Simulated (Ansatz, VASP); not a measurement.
**One calculation of Nb2PdSe4, two programs**

```
CELL_PARAMETERS angstrom
3.55226 0.00000 0.00000
-1.77613 3.07635 0.00000
0.00000 0.00000 13.64713
ATOMIC_POSITIONS crystal
Nb 0.00000 0.00000 0.24288
Nb 0.00000 0.00000 0.75712
Pd 0.00000 0.00000 0.00000
Se 0.33333 0.66667 0.12516
Se 0.33333 0.66667 0.36434
Se 0.66667 0.33333 0.63566
Se 0.66667 0.33333 0.87484
```

Alike in both runs: task single point; functional PBE; k mesh 6 × 6 × 2; occupations gaussian, width 0.2 eV; no spin polarisation.

|  | VASP | Ansatz |
| --- | --- | --- |
| version | VASP 6.6.1 | Ansatz 0.2.0 |
| potentials or method | VASP PAW PBE potentials, release 64 (Nb_sv, Pd, Se), cutoff 520 eV | scalar-relativistic, plane waves, PAW |
| valence electrons in the cell | 60 | 108 |

|  | VASP | Ansatz | Ansatz less VASP |
| --- | --- | --- | --- |
| gap on the k mesh at the Fermi level (eV) | none | none | - |
| pressure (GPa) | 0.1 | 0.1 | +0.03 |
| rms of the force components (eV/Å) | 0.022 | 0.024 | +0.0013 |

Atom by atom the forces differ by 0.002 eV/Å (rms over components). A gap of «none» marks a metal or a gap that the smearing closes. With one functional, cell and mesh, what is left measures potentials, basis and numerics. VASP's potentials hold 60 valence electrons a cell and Ansatz's 108, so a difference there can come from the potentials and not from the codes.
